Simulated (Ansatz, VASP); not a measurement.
**Zr in VASP and in Ansatz**

Contents of INCAR:

```
SYSTEM = Zr
ALGO = Normal
EDIFF = 1E-6
ENCUT = 520
GGA = PS
ISIF = 2
ISMEAR = -1
LASPH = .TRUE.
LCHARG = .TRUE.
LELF = .TRUE.
LREAL = .FALSE.
LVHAR = .TRUE.
LWAVE = .FALSE.
NBANDS = 19
NELM = 100
PREC = Accurate
SIGMA = 0.1
```

Contents of KPOINTS:

```
k-points
0
G
  19 19 10
  0 0 0
```

Contents of POSCAR:

```
Zr
1.0
    3.3063841157      0.0000000000      0.0000000000
   -1.6531920578      2.8634126389      0.0000000000
    0.0000000000      0.0000000000      5.3156410047
Zr
2
Direct
    0.3333333333      0.6666666667      0.2500000000
    0.6666666667      0.3333333333      0.7500000000
```

Input for Ansatz:

```yaml
crystal:
  lattice:
    - [3.3063840913, 0.0, 0.0]
    - [-1.6531920456, 2.8634126178, 0.0]
    - [0.0, 0.0, 5.3156410502]
  atoms:
    - { symbol: Zr, position: [0.3333333333, 0.6666666667, 0.25] }
    - { symbol: Zr, position: [0.6666666667, 0.3333333333, 0.75] }
hamiltonian:
  xc: pbesol
  pseudopotentials:
    kind: paw
    azcp:
      Zr: "pseudopotentials/Zr.paw.azcp"
basis:
  ecutwfc: 420
  fft_grid_basis: typed
kpoints:
  mp_grid: { grid: [19, 19, 10], shift: [0, 0, 0] }
magnetization:
  spin_polarized: false
scf:
  occupations: { method: fermi_dirac, width: 0.1 }
output:
  stress: true
```

Alike in both runs: task single point; functional PBEsol; k mesh 19 × 19 × 10; occupations fermi-dirac, width 0.1 eV; no spin polarisation.

|  | VASP | Ansatz |
| --- | --- | --- |
| version | VASP 6.6.1 | Ansatz 0.2.0 |
| potentials or method | VASP PAW PBE potentials, release 64 (Zr_sv), cutoff 520 eV | plane waves (420 eV) with PAW, scalar-relativistic |
| valence electrons in the cell | 24 | 24 |

|  | VASP | Ansatz | Ansatz less VASP |
| --- | --- | --- | --- |
| pressure (GPa) | -9.2 | -9.3 | -0.04 |
| traceless stress, the component that is largest in VASP (GPa) | -0.40 | -0.40 | 0.000 |

VASP's potentials were made for PBE, not for PBEsol, and Ansatz warns of the same on its side. With one functional, cell and mesh, what is left measures potentials, basis and numerics.
